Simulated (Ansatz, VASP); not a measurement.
Two plane-wave programs on Ti6H

The input INCAR:

```
SYSTEM = Ti6H
PREC = Accurate ; ENCUT = 520
EDIFF = 1E-7 ; ISMEAR = 0
SIGMA = 0.1 ; LREAL = .False.
LASPH = .True. ; NELM = 60
ALGO = Normal ; ISIF = 2
LWAVE = .False. ; LCHARG = .True.
LDIPOL = .True. ; IDIPOL = 3
DIPOL = 0.5 0.5 0.319 ; GGA = PE
LELF = .True. ; LVHAR = .True.
LVACPOTAV = .True. ; NBANDS = 86
```

File KPOINTS:

```
Automatic mesh
0
Gamma
  5 6 1
  0 0 0
```

POSCAR

```
Ti6H
1.0
    5.6639455763      0.0000000000      0.0000000000
    0.0000000000      4.5793473381      0.0000000000
    0.0000000000      0.0000000000     24.5506933039
Ti H
12 2
Direct
    0.2500000000      0.0000000000      0.1629281891
    0.7500000000      0.0000000000      0.1629281891
    0.0000000000      0.5000000000      0.2167736627
    0.5000000000      0.5000000000      0.2167736627
    0.2500000000      0.0000000000      0.2706191363
    0.7500000000      0.0000000000      0.2706191363
    0.2500000000      0.5000000000      0.3256599435
    0.7500000000      0.5000000000      0.3256599435
    0.0000000000      0.0000000000      0.3779650127
    0.5000000000      0.0000000000      0.3779650127
    0.2500000000      0.5000000000      0.4297513383
    0.7500000000      0.5000000000      0.4297513383
   -0.0573804949      0.0000000000      0.4480807596
    0.0573804949      0.0000000000      0.4480807596
```

Input for Ansatz:

```yaml
crystal:
  lattice:
    - [5.6639455763, 0.0, 0.0]
    - [0.0, 4.5793473381, 0.0]
    - [0.0, 0.0, 24.5506933039]
  atoms:
    - { symbol: Ti, position: [0.25, 0.0, 0.1629281891] }
    - { symbol: Ti, position: [0.75, 0.0, 0.1629281891] }
    - { symbol: Ti, position: [0.0, 0.5, 0.2167736627] }
    - { symbol: Ti, position: [0.5, 0.5, 0.2167736627] }
    - { symbol: Ti, position: [0.25, 0.0, 0.2706191363] }
    - { symbol: Ti, position: [0.75, 0.0, 0.2706191363] }
    - { symbol: Ti, position: [0.25, 0.5, 0.3256599435] }
    - { symbol: Ti, position: [0.75, 0.5, 0.3256599435] }
    - { symbol: Ti, position: [0.0, 0.0, 0.3779650127] }
    - { symbol: Ti, position: [0.5, 0.0, 0.3779650127] }
    - { symbol: Ti, position: [0.25, 0.5, 0.4297513383] }
    - { symbol: Ti, position: [0.75, 0.5, 0.4297513383] }
    - { symbol: H, position: [-0.0573804949, 0.0, 0.4480807596] }
    - { symbol: H, position: [0.0573804949, 0.0, 0.4480807596] }
basis:
  ecutwfc: 420
kpoints:
  mp_grid: { grid: [5, 6, 1] }
hamiltonian:
  xc: pbe
  pseudopotentials: { kind: paw, azcp: { folder: soft_1 } }
scf:
  occupations: { method: gaussian, width: 0.1 }
output:
  forces: true
  eigenvalues: true
efield:
  axis: 3
  dipole_correction: true
  ramp_width: 0.04
```

Alike in both runs: task single point; functional PBE; k mesh 5 × 6 × 1; occupations gaussian, width 0.1 eV; no spin polarisation.

|  | VASP | Ansatz |
| --- | --- | --- |
| version | VASP 6.6.1 | Ansatz 0.2.0 |
| potentials or method | VASP PAW PBE potentials, release 64 (Ti_sv, H), cutoff 520 eV | scalar-relativistic, plane waves, PAW |
| valence electrons in the cell | 146 | 146 |

|  | VASP | Ansatz | Ansatz less VASP |
| --- | --- | --- | --- |
| gap on the k mesh at the Fermi level (eV) | none | none | - |
| rms of the force components (eV/Å) | 1.746 | 1.734 | -0.0117 |
| work function, face that differs most (eV) | 3.41 | 3.41 | -0.002 |

Atom by atom the forces differ by 0.013 eV/Å (rms over components). A gap of «none» marks a metal or a gap that the smearing closes. The functional is the same, so the differences come from potentials, cutoffs and numerics. Ansatz's warnings: vacuum below fermi.
